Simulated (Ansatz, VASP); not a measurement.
# FeSi: VASP beside Ansatz

```xyz
8
Lattice="4.5352 0.0000 0.0000 0.0000 4.5352 0.0000 0.0000 0.0000 4.5352" Properties=species:S:1:pos:R:3 pbc="T T T"
Fe    0.6025    0.6025    0.6025
Fe    1.6651    3.9327    2.8701
Fe    2.8701    1.6651    3.9327
Fe    3.9327    2.8701    1.6651
Si    3.8065    3.8065    3.8065
Si    2.9963    0.7287    1.5389
Si    1.5389    2.9963    0.7287
Si    0.7287    1.5389    2.9963
```

Alike in both runs: functional PBE; k mesh 8 × 8 × 8; occupations gaussian, width 0.01 eV; no spin polarisation.

Ansatz relaxed the structure, and its values are those at the end. VASP's run is a single point on that final structure, the one shown.

|  | VASP | Ansatz |
| --- | --- | --- |
| version | VASP 6.6.1 | Ansatz 0.2.0 |
| potentials or method | VASP PAW PBE potentials, release 64 (Fe, Si), cutoff 520 eV | scalar-relativistic, plane waves, PAW |
| valence electrons in the cell | 48 | 80 |

|  | VASP | Ansatz | Ansatz less VASP |
| --- | --- | --- | --- |
| gap on the k mesh at the Fermi level (eV) | 0.16 | 0.17 | +0.009 |
| least direct gap on the mesh (eV) | 0.18 | 0.18 | +0.007 |
| pressure (GPa) | -10.9 | -11.0 | -0.14 |
| rms of the force components (eV/Å) | 0.013 | 0.001 | -0.0119 |

The functional is the same, so the differences come from potentials, cutoffs and numerics. VASP's potentials hold 48 valence electrons a cell and Ansatz's 80, so a difference there can come from the potentials and not from the codes. Ansatz's warnings: stress scf threshold loose.
